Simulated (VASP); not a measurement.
# RbBr (Pm-3m) in VASP: further runs, part 2 of 2

VASP 6.6.1.

### Step 5. Single point, PBE-based screened hybrid with 100 % exact exchange

The input, POSCAR:

```
RbBr
1.0
    4.1279266285      0.0000000000      0.0000000000
    0.0000000000      4.1279266285      0.0000000000
    0.0000000000      0.0000000000      4.1279266285
Rb Br
1 1
Direct
    0.0000000000      0.0000000000      0.0000000000
    0.5000000000      0.5000000000      0.5000000000
```

The input, INCAR.step1:

```
SYSTEM = RbBr
  ALGO = Normal
  EDIFF = 1E-5
  ENCUT = 520
  GGA = PE
  ISIF = 2
  ISMEAR = 0
  LASPH = .True.
  LCHARG = .False.
  LREAL = .False.
  LWAVE = .True.
  NBANDS = 15
  NELM = 80
  PREC = Accurate
  SIGMA = 0.01
```

The input, INCAR.step2:

```
SYSTEM = RbBr
  AEXX = 1.0
  AGGAC = 1.0
  ALDAC = 1.0
  ALGO = Normal
  EDIFF = 1E-6
  ENCUT = 520
  GGA = PE
  HFSCREEN = 0.3
  ISIF = 2
  ISMEAR = 0
  ISTART = 1
  LASPH = .True.
  LCHARG = .False.
  LHFCALC = .True.
  LREAL = .False.
  LWAVE = .False.
  NBANDS = 15
  NELM = 80
  PREC = Accurate
  PRECFOCK = Normal
  SIGMA = 0.01
```

The input, KPOINTS:

```
k-points
0
Gamma
  4 4 4
  0 0 0
```

Potentials or basis: VASP PAW PBE potentials, release 64 (Rb_sv, Br).

Command:

```console
$ cat potpaw_PBE.64/Rb_sv/POTCAR potpaw_PBE.64/Br/POTCAR > POTCAR
$ cp INCAR.step1 INCAR
$ mpirun -np 1 vasp_std > vasp.out
$ cp INCAR.step2 INCAR
$ mpirun -np 1 vasp_std > vasp.out
```

OUTCAR:

```text
SYSTEM = RbBr
   AEXX = 1.0
   EDIFF = 1E-6
   ENCUT = 520
   GGA = PE
   HFSCREEN = 0.3
   ISIF = 2
   ISMEAR = 0
   ISTART = 1
   LASPH = .True.
   LHFCALC = .True.
   LREAL = .False.
   NELM = 80
   PREC = Accurate
   PRECFOCK = Normal

 ion  position               nearest neighbor table
   1  0.000  0.000  0.000-   2 3.57   2 3.57   2 3.57   2 3.57   2 3.57   2 3.57   2 3.57   2 3.57

[... 363 lines left out ...]
     14      10.4954      0.00000
     15      14.0432      0.00000

------------------------ aborting loop because EDIFF is reached ----------------------------------------

  FORCE on cell =-STRESS in cart. coord.  units (eV):
  Direction    XX          YY          ZZ          XY          YZ          ZX
  --------------------------------------------------------------------------------------
  -------------------------------------------------------------------------------------
  Total       -0.2944085     -0.2944085     -0.2944085     -0.0000000      0.0000000     -0.0000000
  in kB       -6.7060216     -6.7060216     -6.7060216     -0.0000000      0.0000000     -0.0000000
  external PRESSURE =      -6.7060216 kB  Pullay stress =       0.0000000 kB

 VOLUME and BASIS-vectors are now :
 -----------------------------------------------------------------------------
  energy-cutoff  :      520.00
  volume of cell :       70.34
      direct lattice vectors                 reciprocal lattice vectors
     4.127926629  0.000000000  0.000000000     0.242252368  0.000000000  0.000000000
     0.000000000  4.127926629  0.000000000     0.000000000  0.242252368  0.000000000
     0.000000000  0.000000000  4.127926629     0.000000000  0.000000000  0.242252368

 POSITION                                       TOTAL-FORCE (eV/Angst)
 -----------------------------------------------------------------------------------
      0.00000      0.00000      0.00000         0.000000      0.000000      0.000000
      2.06396      2.06396      2.06396         0.000000      0.000000      0.000000
 -----------------------------------------------------------------------------------
    total drift:                               -0.000000     -0.000000     -0.000000

  FREE ENERGIE OF THE ION-ELECTRON SYSTEM (eV)
  ---------------------------------------------------
  free  energy   TOTEN  =        -9.4621904680 eV

  energy  without entropy=       -9.4621904680  energy(sigma->0) =       -9.46219047
```

OUTCAR.step1:

```text
SYSTEM = RbBr
   EDIFF = 1E-5
   ENCUT = 520
   GGA = PE
   ISIF = 2
   ISMEAR = 0
[... 387 lines left out ...]
      0.00000      0.00000      0.00000         0.000000      0.000000      0.000000
      2.06396      2.06396      2.06396         0.000000      0.000000      0.000000
 -----------------------------------------------------------------------------------
    total drift:                                0.000000      0.000000     -0.000000

  FREE ENERGIE OF THE ION-ELECTRON SYSTEM (eV)
  ---------------------------------------------------
  free  energy   TOTEN  =        -5.9936819623 eV

  energy  without entropy=       -5.9936819623  energy(sigma->0) =       -5.99368196
```

OSZICAR.step1:

```text
N       E                     dE             d eps       ncg     rms          rms(c)
DAV:   1     0.821042248647E+02    0.82104E+02   -0.72039E+03   300   0.952E+02
DAV:   2    -0.111038263478E+01   -0.83215E+02   -0.79445E+02   438   0.165E+02
DAV:   3    -0.611757126656E+01   -0.50072E+01   -0.49940E+01   356   0.431E+01
DAV:   4    -0.622906904785E+01   -0.11150E+00   -0.11146E+00   464   0.603E+00
DAV:   5    -0.622961886247E+01   -0.54981E-03   -0.54981E-03   377   0.434E-01    0.260E+00
DAV:   6    -0.602449374003E+01    0.20513E+00   -0.18268E-01   356   0.230E+00    0.175E+00
DAV:   7    -0.599057402066E+01    0.33920E-01   -0.10320E-01   377   0.182E+00    0.899E-01
DAV:   8    -0.599364517978E+01   -0.30712E-02   -0.13511E-02   380   0.696E-01    0.132E-01
DAV:   9    -0.599354954492E+01    0.95635E-04   -0.49193E-04   391   0.123E-01    0.629E-02
DAV:  10    -0.599368167886E+01   -0.13213E-03   -0.23930E-04   358   0.101E-01    0.135E-02
DAV:  11    -0.599368196229E+01   -0.28343E-06   -0.79863E-06   290   0.194E-02
   1 F= -.59936820E+01 E0= -.59936820E+01  d E =-.637783E-93
```

It took 6.8 min on 1 thread of AMD EPYC 7R43 (Zen 3), shared host; peak memory 0.26 GiB.

What came out:

```
Free energy            : -9.4622 eV
Pressure               : -0.7 GPa
Band gap on the k mesh : 8.08 eV (least direct gap 8.26 eV)
```

Levels at points of the mesh, in eV from the valence-band top:
```csv
k point,band 6,band 7,band 8,band 9,band 10,band 11
"(0.00, 0.00, 0.00)",-0.18,-0.18,-0.18,8.08,9.47,9.47
"(0.50, 0.00, 0.00)",-1.92,-0.24,-0.24,11.12,11.16,11.98
"(0.50, 0.50, 0.00)",-1.26,-1.26,0.00,9.22,10.34,12.34
"(0.50, 0.50, 0.50)",-1.54,-1.54,-1.54,12.23,12.23,12.23
```

Caveat: the PAW data sets were made with another functional, which shifts forces and pressure a little.

### Step 6. Single point, PBE-based global hybrid with 20 % exact exchange

POSCAR is that of step 5.

The input, INCAR.step1:

```
ALGO = Normal ; EDIFF = 1E-5
ENCUT = 520 ; GGA = PE
ISIF = 2 ; ISMEAR = 0
LASPH = True ; LCHARG = False
LREAL = False ; LWAVE = True
NBANDS = 15 ; NELM = 60
PREC = Accurate ; SIGMA = 0.01
```

The input, INCAR.step2:

```
AEXX = 0.2 ; ALGO = Normal
EDIFF = 1E-6 ; ENCUT = 520
GGA = PE ; ISIF = 2
ISMEAR = 0 ; ISTART = 1
LASPH = True ; LCHARG = False
LHFCALC = True ; LREAL = False
LWAVE = False ; NBANDS = 15
NELM = 60 ; PREC = Accurate
PRECFOCK = Normal ; SIGMA = 0.01
```

The input, KPOINTS:

```
k-points
0
Gamma
  4 4 4
```

Potentials or basis: VASP PAW PBE potentials, release 64 (Rb_sv, Br).

Command:

```console
$ cat potpaw_PBE.64/Rb_sv/POTCAR potpaw_PBE.64/Br/POTCAR > POTCAR
$ cp INCAR.step1 INCAR
$ mpirun -np 1 vasp_std > vasp.out
$ cp INCAR.step2 INCAR
$ mpirun -np 1 vasp_std > vasp.out
```

Run time: 5.8 min. Hardware: 1 thread of AMD EPYC 7R43 (Zen 3), shared host; peak memory 0.16 GiB.

The run converged. Its results:

```
Free energy            : -7.1890 eV
Pressure               : 0.4 GPa
Band gap on the k mesh : 5.59 eV (least direct gap 5.76 eV)
```

Levels at points of the mesh, in eV from the valence-band top:
```csv
k point,band 4,band 5,band 6,band 7,band 8,band 9,band 10,band 11,band 12,band 13
"(0.00, 0.00, 0.00)",-9.55,-9.55,-0.16,-0.16,-0.16,5.59,7.12,7.12,11.73,11.73
"(0.50, 0.00, 0.00)",-9.50,-9.50,-1.82,-0.24,-0.24,8.52,8.66,9.30,10.27,11.65
"(0.50, 0.50, 0.00)",-9.87,-9.46,-1.13,-1.13,0.00,6.85,7.80,9.64,9.64,12.49
"(0.50, 0.50, 0.50)",-9.78,-9.78,-1.42,-1.42,-1.42,9.80,9.80,9.80,11.13,11.13
```

Caveat: the PAW data sets were made with another functional, which shifts forces and pressure a little.

### Step 7. Overview

```tsv
level	smearing	grid for exact exchange (PRECFOCK)	share of exact exchange	screening parameter	gap on the mesh (eV)	pressure (GPa)
r2SCAN	methfessel-paxton 0.2 eV	-	-	-	4.83	0.0
HSE06	gaussian 0.01 eV	Normal	0.25	0.2079 1/Å	5.26	0.5
PBE-based global hybrid with 5 % exact exchange	gaussian 0.01 eV	Normal	0.05	-	4.45	0.7
PBE-based screened hybrid with 100 % exact exchange	gaussian 0.01 eV	Normal	1	0.3 1/Å	8.08	-0.7
PBE-based global hybrid with 20 % exact exchange	gaussian 0.01 eV	Normal	0.2	-	5.59	0.4
```

Alike in all rows: task single point; potentials or basis VASP PAW PBE potentials, release 64 (Rb_sv, Br); no spin polarisation; cell as given; k mesh 4 × 4 × 4; cutoff (eV) 520.

On the cell as given the gap runs from 4.45 eV (PBE-based global hybrid with 5 % exact exchange) to 8.08 eV (PBE-based screened hybrid with 100 % exact exchange). The pressure there spans -0.7 GPa (PBE-based screened hybrid with 100 % exact exchange) to 0.7 GPa (PBE-based global hybrid with 5 % exact exchange); a positive pressure means that this level wants a larger cell, a negative one a smaller.

Caveats: the PAW data sets were made with another functional, which shifts forces and pressure a little.

Absolute energies hang on the potentials; compare differences alone.
